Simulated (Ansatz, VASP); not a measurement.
**One calculation of Si4Cl, two programs**

```
Si Cl
1.0
     3.27769    0.00000    0.00000
     0.00000    3.27769    0.00000
     0.00000    0.00000   10.07712
Si Cl
4 1
Direct
  0.50000 0.50000 0.50000
  0.50000 0.50000 0.00000
  0.50000 0.50000 0.74261
  0.50000 0.50000 0.25739
  0.00000 0.00000 0.00000
```

Alike in both runs: functional PBE; k mesh 6 × 6 × 2; occupations gaussian, width 0.1 eV; no spin polarisation.

Ansatz relaxed the structure, and its values are those at the end. VASP's run is a single point on that final structure, the one shown.

```csv
,VASP,Ansatz
version,VASP 6.6.1,Ansatz 0.2.0
potentials or method,"VASP PAW PBE potentials, release 64 (Si, Cl), cutoff 520 eV","scalar-relativistic, plane waves, PAW"
valence electrons in the cell,23,23
```

```tsv
	VASP	Ansatz	Ansatz less VASP
gap on the k mesh at the Fermi level (eV)	none	none	-
pressure (GPa)	0.0	0.0	-0.03
rms of the force components (eV/Å)	0.003	0.003	-0.0003
```

A gap of «none» marks a metal or a gap that the smearing closes.
